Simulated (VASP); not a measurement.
# Li4TmGe (C2/m) in VASP: further runs

Runs on Li4TmGe. Level: PBE. Tasks: single point.

Program: VASP 6.6.1. These are calculated values, not measurements. Logs are shortened: lines on timing, memory, paths and dates and some standing lists are left out, and cuts for length are marked.

### 1 The cell of the first run

The structure is monoclinic, space group C2/m (No. 12). Conventional cell: a = 5.754 Å, b = 5.750 Å, c = 7.475 Å, α = 90.00°, β = 105.39°, γ = 90.00°. Li (site symmetry 1) has 6 Li at 2.71 to 3.04 Å and 2 Ge at 2.99 to 3.26 Å and 2 Tm at 3.07 to 3.19 Å within 3.6 Å. Within 3.8 Å of Tm (site symmetry 2/m) lie 4 Ge at 2.88 Å and 8 Li at 3.07 to 3.19 Å. Within 3.8 Å of Ge (site symmetry 2/m) lie 4 Tm at 2.88 Å and 8 Li at 2.99 to 3.26 Å.

The cell was built from a structure type or drawn by symmetry, and may not be a known phase.

### 2 Single point, PBE

Input file INCAR:

```
SYSTEM = Li4TmGe
PREC = Accurate ; ENCUT = 750
EDIFF = 1E-6 ; ISMEAR = 0
SIGMA = 0.1 ; LREAL = .False.
LASPH = .True. ; NELM = 200
ALGO = Normal ; ISIF = 2
LWAVE = .False. ; LCHARG = .False.
GGA = PE ; NBANDS = 26
GGA_COMPAT = .False. ; LMAXMIX = 6
```

Input file KPOINTS:

```
regular mesh
0
Gamma
  4 4 4
  0 0 0
```

Input file POSCAR:

```
Li4TmGe
1.0
    2.8772282132     -2.8750879660      0.0000000000
    2.8772282132      2.8750879660      0.0000000000
   -1.9834296221      0.0000000000      7.2067610066
Li Tm Ge
4 1 1
Direct
    0.4089021916      0.9380285794      0.1716281449
    0.0619714206      0.5910978084      0.8283718551
    0.5910978084      0.0619714206      0.8283718551
    0.9380285794      0.4089021916      0.1716281449
    0.0000000000      0.0000000000      0.5000000000
    0.5000000000      0.5000000000      0.5000000000
```

Potentials or basis: VASP PAW PBE potentials, release 64 (Li_sv, Tm_3, Ge_d), 4f in core.

Command:

```console
cat potpaw_PBE.64/Li_sv/POTCAR potpaw_PBE.64/Tm_3/POTCAR potpaw_PBE.64/Ge_d/POTCAR > POTCAR
mpirun -np 1 vasp_std > vasp.out
```

OUTCAR:

```text
SYSTEM = Li4TmGe
   PREC = Accurate
   ENCUT = 750
   EDIFF = 1E-6
   ISMEAR = 0
   LREAL = .False.
   LASPH = .True.
   NELM = 200
   ISIF = 2
   GGA = PE

 ion  position               nearest neighbor table
   1  0.409  0.938  0.172-   5 3.07   5 3.19
   2  0.062  0.591  0.828-   5 3.07   5 3.19
   3  0.591  0.062  0.828-   5 3.07   5 3.19
   4  0.938  0.409  0.172-   5 3.07   5 3.19
   5  0.000  0.000  0.500-   6 2.88   6 2.88   6 2.88   6 2.88   2 3.07   1 3.07   3 3.07   4 3.07
                             3 3.19   4 3.19   1 3.19   2 3.19
   6  0.500  0.500  0.500-   5 2.88   5 2.88   5 2.88   5 2.88

  LATTYP: Found a base centered monoclinic cell.
 ALAT       =     5.7544564264
 B/A-ratio  =     0.9992561427
 C/A-ratio  =     1.2989440965
 COS(beta)  =    -0.2653517943

  Lattice vectors:

 A1 = (   2.8772282132,  -2.8750879660,   0.0000000000)
 A2 = (   2.8772282132,   2.8750879660,   0.0000000000)
 A3 = (  -1.9834296221,   0.0000000000,   7.2067610066)

Analysis of symmetry for initial positions (statically):
=====================================================================
 Subroutine PRICEL returns:
 Original cell was already a primitive cell.

 Routine SETGRP: Setting up the symmetry group for a
 base centered monoclinic supercell.

 Subroutine GETGRP returns: Found  4 space group operations
 (whereof  4 operations were pure point group operations)
 out of a pool of  4 trial point group operations.

The static configuration has the point symmetry C_2h.

Analysis of symmetry for dynamics (positions and initial velocities):
=====================================================================
 Subroutine PRICEL returns:
 Original cell was already a primitive cell.

 Routine SETGRP: Setting up the symmetry group for a
 base centered monoclinic supercell.

 Subroutine GETGRP returns: Found  4 space group operations
 (whereof  4 operations were pure point group operations)
 out of a pool of  4 trial point group operations.

The dynamic configuration has the point symmetry C_2h.

 Subroutine INISYM returns: Found  4 space group operations
 (whereof  4 operations are pure point group operations),
 and found     1 'primitive' translations

----------------------------------------------------------------------------------------

                                     Primitive cell
[... 98 lines left out ...]
   EDIFF  = 0.1E-05   stopping-criterion for ELM
   LREAL  =      F    real-space projection
   EDIFFG = 0.1E-04   stopping-criterion for IOM
   NSW    =      0    number of steps for IOM
   IBRION =     -1    ionic relax: 0-MD 1-quasi-New 2-CG
   NFREE  =      0    steps in history (QN), initial steepest desc. (CG)
   ISIF   =      2    stress and relaxation
   ISYM   =      2    0-nonsym 1-usesym 2-fastsym
   POTIM  = 0.5000    time-step for ionic-motion
   TEBEG  =    0.0;   TEEND  =   0.0 temperature during run
   PSTRESS=    0.0 pullay stress
   NELECT =      35.0000    total number of electrons
   NUPDOWN=      -1.0000    fix difference up-down
   EMIN   =  10.00;   EMAX   =-10.00  energy-range for DOS
   EFERMI =   0.00;   METHOD = LEGACY
   ISMEAR =     0;   SIGMA  =   0.10  broadening in eV -4-tet -1-fermi 0-gaus
   EFERMI_NEDOS =   21; number of points for ismear=-14 and -15
   IALGO  =     38    algorithm
   IMIX   =      4    mixing-type and parameters
     AMIX     =   0.40;   BMIX     =  1.00
     AMIX_MAG =   1.60;   BMIX_MAG =  1.00
  volume/ion in A,a.u.               =      19.87       134.10
  Fermi-wavevector in a.u.,A,eV,Ry     =   1.088009  2.056038 16.106069  1.183763
  Thomas-Fermi vector in A             =   2.224181
   LORBIT       =      0    0 simple, 1 ext, 2 COOP (PROOUT), +10 PAW based schemes
   GGA     = PE    functional components
   LHFCALC =     F    Hartree Fock is set to
   AEXX    =    0.0000 exact exchange contribution
   IVDW    =     0    specifies the selected vdW correction
   LEPSILON=     F    determine dielectric tensor
   LRPA    =     F    only Hartree local field effects (RPA)
 non-spin polarized calculation
 Gauss-broadening in eV      SIGMA  =   0.10
  energy-cutoff  :      750.00
  volume of cell :      119.23
 maximum number of plane-waves:      5579
   NGX = 19   NGY = 19   NGZ = 33

 number of electron      35.0000006 magnetization

 Free energy of the ion-electron system (eV)
  ---------------------------------------------------
  ext. energy  EPLUGINS =         0.00000000
  ---------------------------------------------------
  free energy    TOTEN  =       -17.79508653 eV

  energy without entropy =      -17.78358974  energy(sigma->0) =      -17.78933814

 E-fermi :   2.3426     XC(G=0):  -8.5699

 val. band max:        2.3131134558   @ k =   0.0000   0.0000   0.5000
 cond. band min:       2.3958408504   @ k =   0.2500   0.2500   0.2500
 fundamental gap:      0.0827273946
 Fermi energy:         2.3425839747

 k-point     1 :       0.0000    0.0000    0.0000
  band No.  band energies     occupation
      1     -44.2611      2.00000
      2     -44.2482      2.00000
      3     -44.2300      2.00000
      4     -44.2272      2.00000
      5     -23.1401      2.00000
      6     -22.8583      2.00000
[... 685 lines left out ...]
     25       7.1291      0.00000
     26       7.3177      0.00000

------------------------ aborting loop because EDIFF is reached ----------------------------------------

  FORCE on cell =-STRESS in cart. coord.  units (eV):
  Direction    XX          YY          ZZ          XY          YZ          ZX
  --------------------------------------------------------------------------------------
  -------------------------------------------------------------------------------------
  Total        1.1340569      0.0570083      0.3873926      0.0000000      0.0000000      0.1421468
  in kB       15.2387684      0.7660425      5.2055464      0.0000000      0.0000000      1.9100831
  external PRESSURE =       7.0701191 kB  Pullay stress =       0.0000000 kB

 VOLUME and BASIS-vectors are now :
 -----------------------------------------------------------------------------
  energy-cutoff  :      750.00
  volume of cell :      119.23
      direct lattice vectors                 reciprocal lattice vectors
     2.877228213 -2.875087966  0.000000000     0.173778360 -0.173907722  0.047826915
     2.877228213  2.875087966  0.000000000     0.173778360  0.173907722  0.047826915
    -1.983429622  0.000000000  7.206761007     0.000000000  0.000000000  0.138758591

 POSITION                                       TOTAL-FORCE (eV/Angst)
 -----------------------------------------------------------------------------------
      3.53501      1.52128      1.23688        -0.005353      0.001485      0.028708
      0.23601      1.52128      5.96988         0.005353      0.001485     -0.028708
      0.23601     -1.52128      5.96988         0.005353     -0.001485     -0.028708
      3.53501     -1.52128      1.23688        -0.005353     -0.001485      0.028708
     -0.99171      0.00000      3.60338         0.000000     -0.000000      0.000000
      1.88551      0.00000      3.60338        -0.000000     -0.000000      0.000000
 -----------------------------------------------------------------------------------
    total drift:                                0.000000      0.000000      0.000000

  FREE ENERGIE OF THE ION-ELECTRON SYSTEM (eV)
  ---------------------------------------------------
  free  energy   TOTEN  =       -17.7950865297 eV

  energy  without entropy=      -17.7835897436  energy(sigma->0) =      -17.78933814
```

stdout:

```text
POSCAR found type information on POSCAR LiTmGe
 POSCAR found :  3 types and       6 ions
 scaLAPACK will be used
 LDA part: xc-table for (Slater+PW92), standard interpolation
 POSCAR, INCAR and KPOINTS ok, starting setup
 FFT: planning ... GRIDC
 FFT: planning ... GRID_SOFT
 FFT: planning ... GRID
 WAVECAR not read
 entering main loop
```

It took 53 s on 1 thread of Intel Xeon 6975P-C (Granite Rapids), shared host; peak memory 0.37 GiB.

What came out:

```
Free energy            : -17.7951 eV
Pressure               : 0.7 GPa
Largest force          : 0.029 eV/Å
Band gap on the k mesh : zero (an odd number of electrons rules out a gap without spin polarisation)
```

Forces on the atoms (eV/Å):
```
Li  -0.005  0.001  0.029
Li   0.005  0.001 -0.029
Li   0.005 -0.001 -0.029
Li  -0.005 -0.001  0.029
Tm   0.000  0.000  0.000
Ge   0.000  0.000  0.000
```

Levels at points of the mesh, in eV from the Fermi level:
```csv
k point,band 16,band 17,band 18,band 19,band 20,band 21
"(0.00, 0.00, 0.00)",-0.04,0.73,0.78,0.89,1.59,1.61
"(0.50, 0.00, 0.00)",-1.09,-1.04,-1.01,0.83,1.90,2.40
"(0.50, 0.50, 0.00)",-1.34,-1.22,-0.05,0.19,0.48,0.92
"(0.00, 0.00, 0.50)",-0.66,-0.03,0.73,0.75,1.62,1.73
"(0.50, 0.00, 0.50)",-1.26,-1.06,-0.48,1.11,1.52,2.43
"(0.50, 0.50, 0.50)",-1.46,-1.03,-0.19,0.11,0.20,1.51
```

Caveat: the k points lie up to 0.39 Å⁻¹ apart, too coarse for converged energies and pressures of a metal; spin-orbit coupling is left out, which moves the levels of the heavy elements; the 4f electrons are frozen in the core, so they carry no moment and show no levels. Spin polarisation is off, so any magnetic state and its effect on volume and gap are missing.

### 3 Single point, PBE

This run uses another cell than the first one, of 20.27 Å³/atom.

Input file INCAR:

```
ALGO = Normal
EDIFF = 1E-6
ENCUT = 750
GGA = PE
GGA_COMPAT = F
ISIF = 2
ISMEAR = 0
LASPH = T
LCHARG = T
LELF = T
LMAXMIX = 6
LREAL = F
LVHAR = T
LWAVE = F
NBANDS = 26
NELM = 200
PREC = Accurate
SIGMA = 0.1
```

Input file KPOINTS:

```
k-points
0
Gamma
  4 4 4
```

Input file POSCAR:

```
Li4TmGe
1.0
    2.9158950235     -2.8738370058      0.0138866953
    2.9158950235      2.8738370058      0.0138866953
   -1.9753019397      0.0000000000      7.2488792899
Li Tm Ge
4 1 1
Direct
    0.4089312325      0.9355459055      0.1739068467
    0.0644540945      0.5910687675      0.8260931533
    0.5910687675      0.0644540945      0.8260931533
    0.9355459055      0.4089312325      0.1739068467
    0.0000000000      0.0000000000      0.5000000000
    0.5000000000      0.5000000000      0.5000000000
```

Potentials or basis: VASP PAW PBE potentials, release 64 (Li_sv, Tm_3, Ge_d), 4f in core.

Command:

```console
cat potpaw_PBE.64/Li_sv/POTCAR potpaw_PBE.64/Tm_3/POTCAR potpaw_PBE.64/Ge_d/POTCAR > POTCAR
mpirun -np 1 vasp_std > vasp.out
```

Run time: 68 s. Hardware: 1 thread of Intel Xeon 6975P-C (Granite Rapids), shared host; peak memory 0.41 GiB.

It converged, with:

* Free energy: -17.8072 eV
* Pressure: 0.1 GPa
* Largest force: 0.010 eV/Å
* Band gap on the k mesh: zero (an odd number of electrons rules out a gap without spin polarisation)

Forces in eV/Å, atoms in the order of the input:
```
Li  -0.001 -0.009 -0.005
Li   0.001 -0.009  0.005
Li   0.001  0.009  0.005
Li  -0.001  0.009 -0.005
Tm   0.000  0.000  0.000
Ge   0.000  0.000  0.000
```

Levels at points of the mesh, in eV from the Fermi level:
| k point | band 14 | band 15 | band 16 | band 17 | band 18 | band 19 | band 20 | band 21 | band 22 | band 23 |
| --- | --- | --- | --- | --- | --- | --- | --- | --- | --- | --- |
| (0.00, 0.00, 0.00) | -2.75 | -2.63 | -0.04 | 0.69 | 0.69 | 0.85 | 1.54 | 1.56 | 2.91 | 3.45 |
| (0.50, 0.00, 0.00) | -4.04 | -2.49 | -1.09 | -1.04 | -0.98 | 0.76 | 1.89 | 2.33 | 3.88 | 3.89 |
| (0.50, 0.50, 0.00) | -1.81 | -1.70 | -1.34 | -1.24 | -0.05 | 0.21 | 0.47 | 0.86 | 2.11 | 2.94 |
| (0.00, 0.00, 0.50) | -3.45 | -0.85 | -0.69 | -0.03 | 0.67 | 0.68 | 1.58 | 1.67 | 2.91 | 3.80 |
| (0.50, 0.00, 0.50) | -4.02 | -2.67 | -1.25 | -1.07 | -0.45 | 1.07 | 1.52 | 2.37 | 3.35 | 3.91 |
| (0.50, 0.50, 0.50) | -1.82 | -1.70 | -1.44 | -1.06 | -0.20 | 0.13 | 0.16 | 1.47 | 2.37 | 2.42 |

Caveat: the k points lie up to 0.39 Å⁻¹ apart, too coarse for converged energies and pressures of a metal; spin-orbit coupling is left out, which moves the levels of the heavy elements; the 4f electrons are frozen in the core, so they carry no moment and show no levels. Spin polarisation is off, so any magnetic state and its effect on volume and gap are missing.
